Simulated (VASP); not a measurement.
Set up this calculation in VASP 6.6.1, as the native input.

- Task: single point
- Functional: PBEsol
- Potentials or basis: VASP PAW PBE potentials, release 64 (Sn_d)
- Cutoff: 500 eV
- k mesh: 12 × 12 × 12
- Occupations: gaussian, width 0.15 eV
- Spin: no spin polarisation
- Dipole correction: no
- Further INCAR settings: ALGO = Normal; EDIFF = 1e-06; NBANDS = 21

The structure of Sn lies in POSCAR:

```
Sn
1.0
    0.0000000000      3.2456000000      3.2456000000
    3.2456000000      0.0000000000      3.2456000000
    3.2456000000      3.2456000000      0.0000000000
Sn
2
Direct
    0.5462164161      0.4537835839      0.4537835839
    0.7500000000      0.7500000000      0.7500000000
```

This cell differs from its parent crystal: atom 1 (Sn) moved by (-0.300, +0.000) A along x and z.

The input as run:

INCAR

```
SYSTEM = Sn
PREC = Accurate
ENCUT = 500
EDIFF = 1E-6
ISMEAR = 0
SIGMA = 0.15
LREAL = .False.
LASPH = .True.
NELM = 120
ALGO = Normal
ISIF = 2
LWAVE = .False.
LCHARG = .False.
GGA = PS
NBANDS = 21
GGA_COMPAT = .False.
```

KPOINTS

```
Automatic mesh
0
Gamma
  12 12 12
  0 0 0
```

Potentials or basis: VASP PAW PBE potentials, release 64 (Sn_d).

Launch:

```bash
$ cat potpaw_PBE.64/Sn_d/POTCAR > POTCAR
$ mpirun -np 1 vasp_std > vasp.out
```

It gave:

* Pressure: 2.4 GPa
* Largest force: 2.217 eV/Å
* Band gap on the k mesh: zero (bands 14 and 15 overlap by 1.18 eV)

Caveat: the cell differs from its parent crystal (atom 1 (Sn) moved by (-0.300, +0.000) A along x and z); the PAW data sets were made with another functional, which shifts forces and pressure a little; spin-orbit coupling is left out, which moves the levels of the heavy elements.

Run time: 4.1 min on 1 thread of Oxide Virtual Turin-like Processor, on a shared host, peak memory 0.39 GiB.
